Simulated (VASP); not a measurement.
Runs of VASP 6.6.1 on HfC. The structure is that of space group P6_3/mmc (No. 194), or close to it. The cells are those of the table. 

```tsv
level	potentials or basis	cell	k mesh	gap on the mesh (eV)	pressure (GPa)
PBEsol	VASP PAW PBE potentials, release 64 (Hf_pv, C)	a = 3.343, b = 3.343, c = 5.203 Å, angles 90.0, 90.0, 120.0°, 4 atoms	12 × 12 × 8	none	(b)
PBEsol	VASP PAW PBE potentials, release 64 (Hf_pv, C)	a = 3.461, b = 3.461, c = 4.919 Å, angles 90.0, 90.0, 120.0°, 4 atoms	15 × 15 × 8	none	-11.8
LDA	VASP PAW LDA potentials, release 64 (Hf_pv, C)	a = 3.145, b = 3.145, c = 5.362 Å, angles 90.0, 90.0, 120.0°, 4 atoms	15 × 15 × 8	none	11.9
PBEsol	VASP PAW PBE potentials, release 64 (Hf_pv, C)	a = 3.481, b = 3.481, c = 5.495 Å, angles 90.0, 90.0, 120.0°, 4 atoms	15 × 15 × 8	none	-30.1
PBEsol	VASP PAW PBE potentials, release 64 (Hf_pv, C)	a = 3.488, b = 3.488, c = 5.117 Å, angles 90.0, 90.0, 120.0°, 4 atoms	15 × 15 × 8	none	(a)
```

Alike in all rows: task single point; no spin polarisation; cutoff (eV) 520; smearing gaussian 0.1 eV.

Q: Estimate the missing entries.

A: (a) -21.5; (b) -7.5.

Caveats: spin-orbit coupling is left out, which moves the levels of the heavy elements; the PAW data sets were made with another functional, which shifts forces and pressure a little (some runs).

A k mesh can miss the band edges, and the runs leave out spin-orbit coupling on Hf.

A gap of «none» marks levels without a gap at the run's occupations.
